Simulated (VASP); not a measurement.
Here is a VASP 6.6.1 calculation.

Contents of INCAR:

```
SYSTEM = Si3N4
PREC = Accurate ; ENCUT = 520
EDIFF = 1E-6 ; ISMEAR = 0
SIGMA = 0.01 ; LREAL = .FALSE.
LASPH = .TRUE. ; NELM = 60
ALGO = Normal ; ISIF = 2
LWAVE = .FALSE. ; LCHARG = .TRUE.
GGA = CA ; LELF = .TRUE.
LVHAR = .TRUE. ; NBANDS = 45
```

Contents of KPOINTS:

```
Automatic mesh
0
G
  4 4 8
  0 0 0
```

POSCAR

```
Si3N4
1.0
    7.6113939090      0.0000000000      0.0000000000
   -3.8056969545      6.5916604834      0.0000000000
    0.0000000000      0.0000000000      2.9058740493
Si N
6 8
Direct
    0.7683791829      0.1746878696      0.2500000000
    0.5936913133      0.7683791829      0.7500000000
    0.8253121304      0.5936913133      0.2500000000
    0.2316208171      0.8253121304      0.7500000000
    0.4063086867      0.2316208171      0.2500000000
    0.1746878696      0.4063086867      0.7500000000
    0.0303938745      0.3303321011      0.2500000000
    0.7000617733      0.0303938745      0.7500000000
    0.6696678989      0.7000617733      0.2500000000
    0.9696061255      0.6696678989      0.7500000000
    0.2999382267      0.9696061255      0.2500000000
    0.3303321011      0.2999382267      0.7500000000
    0.6666666667      0.3333333333      0.2500000000
    0.3333333333      0.6666666667      0.7500000000
```

Potentials or basis: VASP PAW LDA potentials, release 64 (Si, N).

Run with:

```sh
$ cat potpaw_LDA.64/Si/POTCAR potpaw_LDA.64/N/POTCAR > POTCAR
$ mpirun -np 1 vasp_std > vasp.out
```

(1) Predict the pressure.

(2) Predict the band gap on the k mesh.

Answers

(1) -3.3 GPa.

(2) 4.17 eV (least direct gap 4.36 eV).

Caveat: the cell stands under tension.
